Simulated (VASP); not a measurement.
Input of a VASP 6.6.1 run:

Contents of INCAR:

```
SYSTEM = B7C
ALGO     = Normal         ! electronic algorithm
EDIFF    = 1E-7           ! SCF threshold, eV
ENCUT    = 520            ! plane-wave cutoff, eV
GGA      = PE             ! functional
ISIF     = 2              ! what is computed and relaxed
ISMEAR   = 0              ! smearing method
ISPIN    = 2              ! spin polarisation
LASPH    = .True.         ! aspherical terms in the spheres
LCHARG   = .False.        ! write CHGCAR
LORBIT   = 11             ! projections on sites
LREAL    = .False.        ! projectors in reciprocal space
LWAVE    = .False.        ! write WAVECAR
MAGMOM   = 0 0 0 0 0 0 0 1 ! initial moments
NBANDS   = 26             ! bands
NELM     = 150            ! most SCF steps
PREC     = Accurate       ! precision mode
SIGMA    = 0.1            ! smearing width, eV
```

KPOINTS

```
k-points
0
Gamma
  6 6 6
  0 0 0
```

The input POSCAR:

```
B7C
1.0
   -2.5769111000      2.5769111000      2.5769111000
    2.5769111000     -2.5769111000      2.5769111000
    2.5769111000      2.5769111000     -2.5769111000
B C
7 1
Direct
    0.0000000000      0.5000000000      0.5000000000
    0.5000000000      0.5000000000      0.0000000000
    0.5000000000      0.0000000000      0.5000000000
    0.0000000000      0.0000000000      0.5000000000
    0.0000000000      0.5000000000      0.0000000000
    0.5000000000      0.0000000000      0.0000000000
    0.5000000000      0.5000000000      0.5000000000
    0.0000000000      0.0000000000      0.0000000000
```

Potentials or basis: VASP PAW PBE potentials, release 64 (B, C).

Run with:

```sh
$ cat potpaw_PBE.64/B/POTCAR potpaw_PBE.64/C/POTCAR > POTCAR
$ mpirun -np 1 vasp_std > vasp.out
```

(1) Predict the pressure.

(2) Predict the net moment.

Results:

(1) -34.3 GPa.

(2) 0.00 μB per cell.
